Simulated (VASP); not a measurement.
A run of VASP 6.6.1 is set up as follows.

INCAR

```
SYSTEM = ZnSe
PREC = Accurate
ENCUT = 520
EDIFF = 1E-6
ISMEAR = 0
SIGMA = 0.02
LREAL = .False.
LASPH = .True.
NELM = 80
ALGO = Normal
ISIF = 2
LWAVE = .False.
LCHARG = .False.
GGA = PE
NBANDS = 16
```

KPOINTS

```
regular mesh
0
Gamma
  8 8 8
  0 0 0
```

POSCAR

```
ZnSe
1.0
    0.0000000000      2.8658805314      2.8658805314
    2.8658805314      0.0000000000      2.8658805314
    2.8658805314      2.8658805314      0.0000000000
Zn Se
1 1
Direct
    0.0000000000      0.0000000000      0.0000000000
    0.7500000000      0.7500000000      0.7500000000
```

Potentials or basis: VASP PAW PBE potentials, release 64 (Zn, Se).

Launch:

```sh
$ cat potpaw_PBE.64/Zn/POTCAR potpaw_PBE.64/Se/POTCAR > POTCAR
$ mpirun -np 1 vasp_std > vasp.out
```

Question: Predict the pressure.

Answer: 0.2 GPa.

Question: What does it give for the band gap on the k mesh?

Answer: 1.16 eV, direct.
